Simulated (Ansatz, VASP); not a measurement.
SiGe: VASP beside Ansatz

The input INCAR:

```
PREC     = Accurate       # precision mode
ENCUT    = 520            # plane-wave cutoff, eV
EDIFF    = 1E-6           # SCF threshold, eV
ISMEAR   = 0              # smearing method
SIGMA    = 0.03           # smearing width, eV
LREAL    = False          # projectors in reciprocal space
LASPH    = True           # aspherical terms in the spheres
NELM     = 100            # most SCF steps
ALGO     = Normal         # electronic algorithm
ISIF     = 2              # what is computed and relaxed
LWAVE    = False          # write WAVECAR
LCHARG   = False          # write CHGCAR
GGA      = PS             # functional
NBANDS   = 26             # bands
```

File KPOINTS:

```
Automatic mesh
0
Gamma
  12 12 6
```

Contents of POSCAR:

```
SiGe
1.0
    3.9044512986      0.0000000000      0.0000000000
   -1.9522256493      3.3813540124      0.0000000000
    0.0000000000      0.0000000000      6.4507830000
Si Ge
2 2
Direct
    0.6666666667      0.3333333333      0.8839081965
    0.3333333333      0.6666666667      0.3839081965
    0.6666666667      0.3333333333      0.4967953581
    0.3333333333      0.6666666667     -0.0032046419
```

Input for Ansatz:

```yaml
crystal:
  lattice:
    - [3.9044512986, 0.0, 0.0]
    - [-1.9522256493, 3.3813540124, 0.0]
    - [0.0, 0.0, 6.450783]
  atoms:
    - { symbol: Si, position: [0.6666666667, 0.3333333333, 0.8839081965] }
    - { symbol: Si, position: [0.3333333333, 0.6666666667, 0.3839081965] }
    - { symbol: Ge, position: [0.6666666667, 0.3333333333, 0.4967953581] }
    - { symbol: Ge, position: [0.3333333333, 0.6666666667, -0.0032046419] }
basis:
  ecutwfc: 420
kpoints:
  mp_grid: { grid: [12, 12, 6] }
hamiltonian:
  xc: pbesol
scf:
  occupations: { method: gaussian, width: 0.03 }
output:
  forces: true
  stress: true
  eigenvalues: true
```

Change from the starting cell: mode 10 (401.9 1/cm) frozen in, largest displacement +0.060 Å.

Alike in both runs: task single point; functional PBEsol; k mesh 12 × 12 × 6; occupations gaussian, width 0.03 eV; no spin polarisation.

```csv
,VASP,Ansatz
version,VASP 6.6.1,Ansatz 0.2.0
potentials or method,"VASP PAW PBE potentials, release 64 (Si, Ge_d), cutoff 520 eV","scalar-relativistic, plane waves, PAW"
valence electrons in the cell,36,36
```

|  | VASP | Ansatz | Ansatz less VASP |
| --- | --- | --- | --- |
| gap on the k mesh at the Fermi level (eV) | 0.07 | 0.07 | -0.006 |
| least direct gap on the mesh (eV) | 0.07 | 0.07 | -0.006 |
| pressure (GPa) | 0.0 | 0.1 | +0.02 |
| traceless stress, the component that is largest in VASP (GPa) | -2.81 | -2.82 | -0.009 |
| rms of the force components (eV/Å) | 0.515 | 0.517 | +0.0018 |

VASP's potentials were made for PBE, not for PBEsol. Atom by atom the forces differ by 0.002 eV/Å (rms over components).
